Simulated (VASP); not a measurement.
# BAs (F-43m) in VASP: settings compared, part 2 of 2

VASP 6.6.1. The steps go on from the part before.

## Step 3: Single point, RPBE+D4

The input, INCAR:

```
PREC     = Accurate       # precision mode
ENCUT    = 520            # plane-wave cutoff, eV
EDIFF    = 1E-7           # SCF threshold, eV
ISMEAR   = -1             # smearing method
SIGMA    = 0.05           # smearing width, eV
LREAL    = False          # projectors in reciprocal space
LASPH    = True           # aspherical terms in the spheres
NELM     = 100            # most SCF steps
ALGO     = Normal         # electronic algorithm
ISIF     = 2              # what is computed and relaxed
LWAVE    = False          # write WAVECAR
LCHARG   = False          # write CHGCAR
GGA      = RP             # functional
IVDW     = 13             # dispersion correction
NBANDS   = 11             # bands
```

The input, KPOINTS:

```
regular mesh
0
Gamma
  10 10 10
```

The input, POSCAR:

```
BAs
1.0
    0.0000000000      2.3397414207      2.3397414207
    2.3397414207      0.0000000000      2.3397414207
    2.3397414207      2.3397414207      0.0000000000
As B
1 1
Direct
    0.7500000000      0.7500000000      0.7500000000
    0.0000000000      0.0000000000      0.0000000000
```

Potentials or basis: VASP PAW PBE potentials, release 64 (As, B).

On the command line:

```bash
> cat potpaw_PBE.64/As/POTCAR potpaw_PBE.64/B/POTCAR > POTCAR
> mpirun -np 1 vasp_std > vasp.out
```

OUTCAR:

```text
PREC = Accurate
   ENCUT = 520
   EDIFF = 1E-7
   ISMEAR = -1
   LREAL = False
   LASPH = True
   NELM = 100
   ISIF = 2
   GGA = RP
   IVDW = 13

 ion  position               nearest neighbor table
   1  0.750  0.750  0.750-   2 2.03   2 2.03   2 2.03   2 2.03
   2  0.000  0.000  0.000-   1 2.03   1 2.03   1 2.03   1 2.03

  LATTYP: Found a face centered cubic cell.
 ALAT       =     4.6794828414

  Lattice vectors:

 A1 = (   0.0000000000,   2.3397414207,   2.3397414207)
 A2 = (   2.3397414207,   0.0000000000,   2.3397414207)
 A3 = (   2.3397414207,   2.3397414207,   0.0000000000)

Analysis of symmetry for initial positions (statically):
=====================================================================
 Subroutine PRICEL returns:
 Original cell was already a primitive cell.

 Routine SETGRP: Setting up the symmetry group for a
 face centered cubic supercell.

 Subroutine GETGRP returns: Found 24 space group operations
 (whereof 24 operations were pure point group operations)
 out of a pool of 48 trial point group operations.

The static configuration has the point symmetry T_d .

Analysis of symmetry for dynamics (positions and initial velocities):
=====================================================================
 Subroutine PRICEL returns:
 Original cell was already a primitive cell.

 Routine SETGRP: Setting up the symmetry group for a
 face centered cubic supercell.

 Subroutine GETGRP returns: Found 24 space group operations
 (whereof 24 operations were pure point group operations)
 out of a pool of 48 trial point group operations.

The dynamic configuration has the point symmetry T_d .

 Subroutine INISYM returns: Found 24 space group operations
 (whereof 24 operations are pure point group operations),
 and found     1 'primitive' translations

----------------------------------------------------------------------------------------

                                     Primitive cell

  volume of cell :      25.6173

  direct lattice vectors                    reciprocal lattice vectors
     0.000000000  2.339741421  2.339741421    -0.213698828  0.213698828  0.213698828
     2.339741421  0.000000000  2.339741421     0.213698828 -0.213698828  0.213698828
     2.339741421  2.339741421  0.000000000     0.213698828  0.213698828 -0.213698828

  length of vectors
     3.308894050  3.308894050  3.308894050     0.370137228  0.370137228  0.370137228

  position of ions in fractional coordinates (direct lattice)
     0.750000000  0.750000000  0.750000000
     0.000000000  0.000000000  0.000000000

  ion indices of the primitive-cell ions
   primitive index   ion index
                 1           1
                 2           2

----------------------------------------------------------------------------------------

 KPOINTS: regular mesh

Automatic generation of k-mesh.
 Grid dimensions read from file:
 generate k-points for:   10   10   10

 Generating k-lattice:

  Cartesian coordinates                     Fractional coordinates (reciprocal lattice)
    -0.021369883  0.021369883  0.021369883     0.100000000  0.000000000  0.000000000
     0.021369883 -0.021369883  0.021369883     0.000000000  0.100000000  0.000000000
     0.021369883  0.021369883 -0.021369883     0.000000000  0.000000000  0.100000000

  Length of vectors
     0.037013723  0.037013723  0.037013723

  Shift w.r.t. Gamma in fractional coordinates (k-lattice)
     0.000000000  0.000000000  0.000000000

 Subroutine IBZKPT returns following result:
 ===========================================

 Found     47 irreducible k-points:

 Following reciprocal coordinates:
            Coordinates               Weight
  0.000000  0.000000  0.000000      1.000000
  0.100000  0.000000  0.000000      8.000000
  0.200000  0.000000  0.000000      8.000000
  0.300000  0.000000  0.000000      8.000000
  0.400000  0.000000  0.000000      8.000000
  0.500000  0.000000  0.000000      4.000000
[... 16 lines left out ...]
  0.300000  0.300000  0.000000      6.000000
  0.400000  0.300000  0.000000     24.000000
 [... further k-points ...]
   k-points           NKPTS =     47   k-points in BZ     NKDIM =     47   number of bands    NBANDS=     11
   number of dos      NEDOS =    301   number of ions     NIONS =      2
   total plane-waves  NPLWV =  21952
   dimension x,y,z NGX =    28 NGY =   28 NGZ =   28
   dimension x,y,z NGXF=    56 NGYF=   56 NGZF=   56
   ions per type =               1   1
   NGX,Y,Z   is equivalent  to a cutoff of  14.07, 14.07, 14.07 a.u.
   NGXF,Y,Z  is equivalent  to a cutoff of  28.14, 28.14, 28.14 a.u.
 SYSTEM =  unknown system
   PREC   = accura    normal or accurate (medium, high low for compatibility)
   ISTART =      0    job   : 0-new  1-cont  2-samecut
   ICHARG =      2    charge: 1-file 2-atom 10-const
   ISPIN  =      1    spin polarized calculation?
   LNONCOLLINEAR =      F non collinear calculations
   LSORBIT =      F    spin-orbit coupling
   LASPH  =      T    aspherical Exc in radial PAW
   ENCUT  =  520.0 eV  38.22 Ry    6.18 a.u.   6.15  6.15  6.15*2*pi/ulx,y,z
   NELM   =    100;   NELMIN=  2; NELMDL= -5     # of ELM steps
   EDIFF  = 0.1E-06   stopping-criterion for ELM
   LREAL  =      F    real-space projection
   EDIFFG = 0.1E-05   stopping-criterion for IOM
   NSW    =      0    number of steps for IOM
   IBRION =     -1    ionic relax: 0-MD 1-quasi-New 2-CG
   NFREE  =      0    steps in history (QN), initial steepest desc. (CG)
   ISIF   =      2    stress and relaxation
   ISYM   =      2    0-nonsym 1-usesym 2-fastsym
   POTIM  = 0.5000    time-step for ionic-motion
   TEBEG  =    0.0;   TEEND  =   0.0 temperature during run
   PSTRESS=    0.0 pullay stress
   NELECT =       8.0000    total number of electrons
   NUPDOWN=      -1.0000    fix difference up-down
   EMIN   =  10.00;   EMAX   =-10.00  energy-range for DOS
   EFERMI =   0.00;   METHOD = LEGACY
   ISMEAR =    -1;   SIGMA  =   0.05  broadening in eV -4-tet -1-fermi 0-gaus
   EFERMI_NEDOS =   21; number of points for ismear=-14 and -15
   IALGO  =     38    algorithm
   IMIX   =      4    mixing-type and parameters
     AMIX     =   0.40;   BMIX     =  1.00
     AMIX_MAG =   1.60;   BMIX_MAG =  1.00
  volume/ion in A,a.u.               =      12.81        86.44
  Fermi-wavevector in a.u.,A,eV,Ry     =   1.110692  2.098903 16.784646  1.233637
  Thomas-Fermi vector in A             =   2.247246
   LORBIT       =      0    0 simple, 1 ext, 2 COOP (PROOUT), +10 PAW based schemes
   GGA     = RP    functional components
   LHFCALC =     F    Hartree Fock is set to
   AEXX    =    0.0000 exact exchange contribution
   IVDW    =    13    specifies the selected vdW correction
   LEPSILON=     F    determine dielectric tensor
   LRPA    =     F    only Hartree local field effects (RPA)
 non-spin polarized calculation
  energy-cutoff  :      520.00
  volume of cell :       25.62
 maximum number of plane-waves:       701
 NGX is ok and might be reduce to    28
   NGX = 13   NGY = 13   NGZ = 13

 number of electron       8.0000000 magnetization

 Free energy of the ion-electron system (eV)
  ---------------------------------------------------
  ext. energy  EPLUGINS =         0.00000000
  ---------------------------------------------------
  free energy    TOTEN  =       -10.61477320 eV

  energy without entropy =      -10.61477307  energy(sigma->0) =      -10.61477313

 E-fermi :   7.4822     XC(G=0): -10.7785

 val. band max:        6.9330168664   @ k =   0.0000   0.0000   0.0000
 cond. band min:       8.0662006732   @ k =   0.4000   0.4000   0.0000
 fundamental gap:      1.1331838068
 Fermi energy:         7.4821943656

 k-point     1 :       0.0000    0.0000    0.0000
  band No.  band energies     occupation
      1      -9.0559      2.00000
      2       6.9330      1.99997
      3       6.9330      1.99997
      4       6.9330      1.99997
      5      10.2876      0.00000
      6      10.2876      0.00000
      7      10.2876      0.00000
      8      12.4429      0.00000
      9      16.9650      0.00000
     10      20.0705      0.00000
     11      20.0705      0.00000
[... 309 lines left out ...]
 k-point    24 :       0.4000    0.3000    0.0000
  band No.  band energies     occupation
      1      -6.2348      2.00000
      2       0.2837      2.00000
      3       2.6890      2.00000
      4       3.2101      2.00000
      5       8.6169      0.00000
      6      10.3696      0.00000
      7      16.2550      0.00000
      8      16.4408      0.00000
      9      19.6290      0.00000
     10      23.1704      0.00000
     11      23.6502      0.00000

 [... further k-points ...]

------------------------ aborting loop because EDIFF is reached ----------------------------------------

  DFT-D4 for vdW energy calculation

  Edisp (eV):   -1.67770

  FORCE on cell =-STRESS in cart. coord.  units (eV):
  Direction    XX          YY          ZZ          XY          YZ          ZX
  --------------------------------------------------------------------------------------
  -------------------------------------------------------------------------------------
  Total       0.79083     0.79083     0.79083     0.00000     0.00000     0.00000
  in kB      49.46045    49.46045    49.46045     0.00000     0.00000     0.00000
  external pressure =       49.46 kB  Pullay stress =        0.00 kB

 VOLUME and BASIS-vectors are now :
 -----------------------------------------------------------------------------
  energy-cutoff  :      520.00
  volume of cell :       25.62
      direct lattice vectors                 reciprocal lattice vectors
     0.000000000  2.339741421  2.339741421    -0.213698828  0.213698828  0.213698828
     2.339741421  0.000000000  2.339741421     0.213698828 -0.213698828  0.213698828
     2.339741421  2.339741421  0.000000000     0.213698828  0.213698828 -0.213698828

 POSITION                                       TOTAL-FORCE (eV/Angst)
 -----------------------------------------------------------------------------------
      3.50961      3.50961      3.50961        -0.000000     -0.000000     -0.000000
      0.00000      0.00000      0.00000         0.000000      0.000000      0.000000
 -----------------------------------------------------------------------------------
    total drift:                                0.000000      0.000000      0.000000

  FREE ENERGIE OF THE ION-ELECTRON SYSTEM (eV)
  ---------------------------------------------------
  free  energy   TOTEN  =       -12.2924714112 eV

  energy  without entropy=      -12.2924712826  energy(sigma->0) =      -12.29247135
```

Wall time 33 s (1 thread of Intel Xeon 8259CL, shared host); peak memory 0.16 GiB.

Results:

* Free energy: -12.2925 eV
* Pressure: 4.9 GPa
* Band gap on the k mesh: 1.13 eV, indirect (least direct gap 3.35 eV)
* Dispersion energy per atom: -0.839 eV

Levels at points of the mesh, in eV from the valence-band top:
```
           k point  band 1  band 2  band 3  band 4  band 5  band 6  band 7  band 8  band 9
(0.00, 0.00, 0.00)  -15.99    0.00    0.00    0.00    3.35    3.35    3.35    5.51   10.03
(0.50, 0.00, 0.00)  -12.88   -9.27   -1.93   -1.93    3.08    4.85    4.85    9.06   13.33
(0.50, 0.50, 0.00)  -11.44   -8.93   -4.35   -4.35    1.35    1.43   12.03   12.03   13.56
```

Caveat: the PAW data sets were made with another functional, which shifts forces and pressure a little. A k mesh can miss the band edges.
